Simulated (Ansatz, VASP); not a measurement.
## SiC in VASP and in Ansatz

Contents of INCAR:

```
SYSTEM = SiC
ALGO = Normal
EDIFF = 1E-6
ENCUT = 520
GGA = PS
ISIF = 2
ISMEAR = 0
LASPH = .True.
LCHARG = .True.
LELF = .True.
LREAL = .False.
LVHAR = .True.
LWAVE = .False.
NBANDS = 11
NELM = 100
PREC = Accurate
SIGMA = 0.05
```

KPOINTS

```
k-points
0
Gamma
  10 10 10
  0 0 0
```

File POSCAR:

```
SiC
1.0
    0.0000000000      2.1783895848      2.1783895848
    2.1783895848      0.0000000000      2.1783895848
    2.1783895848      2.1783895848      0.0000000000
Si C
1 1
Direct
   -0.0035337978      0.0058896629      0.0035337978
    0.7582629848      0.7362283587      0.7417370152
```

Input for Ansatz:

```yaml
crystal:
  lattice:
    - [0.0, 2.1783895848, 2.1783895848]
    - [2.1783895848, 0.0, 2.1783895848]
    - [2.1783895848, 2.1783895848, 0.0]
  atoms:
    - { symbol: Si, position: [-0.0035337978, 0.0058896629, 0.0035337978] }
    - { symbol: C, position: [0.7582629848, 0.7362283587, 0.7417370152] }
basis:
  ecutwfc: 520.0
kpoints:
  mp_grid: { grid: [10, 10, 10] }
hamiltonian:
  xc: pbesol
scf:
  occupations: { method: gaussian, width: 0.05 }
output:
  forces: true
  stress: true
  eigenvalues: true
```

Change from the starting cell: mode 4 frozen in at -0.048 Å and mode 5 at -0.012 Å (largest displacements).

Alike in both runs: task single point; functional PBEsol; k mesh 10 × 10 × 10; occupations gaussian, width 0.05 eV; no spin polarisation.

|  | VASP | Ansatz |
| --- | --- | --- |
| version | VASP 6.6.1 | Ansatz 0.2.0 |
| potentials or method | VASP PAW PBE potentials, release 64 (Si, C), cutoff 520 eV | scalar-relativistic, plane waves, PAW |
| valence electrons in the cell | 8 | 8 |

|  | VASP | Ansatz | Ansatz less VASP |
| --- | --- | --- | --- |
| gap on the k mesh at the Fermi level (eV) | 0.90 | 0.91 | +0.009 |
| least direct gap on the mesh (eV) | 4.28 | 4.28 | +0.008 |
| pressure (GPa) | 1.0 | 0.6 | -0.35 |
| traceless stress, the component that is largest in VASP (GPa) | -4.60 | -4.54 | +0.061 |
| rms of the force components (eV/Å) | 0.781 | 0.779 | -0.0024 |

VASP's potentials were made for PBE, not for PBEsol. Atom by atom the forces differ by 0.002 eV/Å (rms over components). With one functional, cell and mesh, what is left measures potentials, basis and numerics.
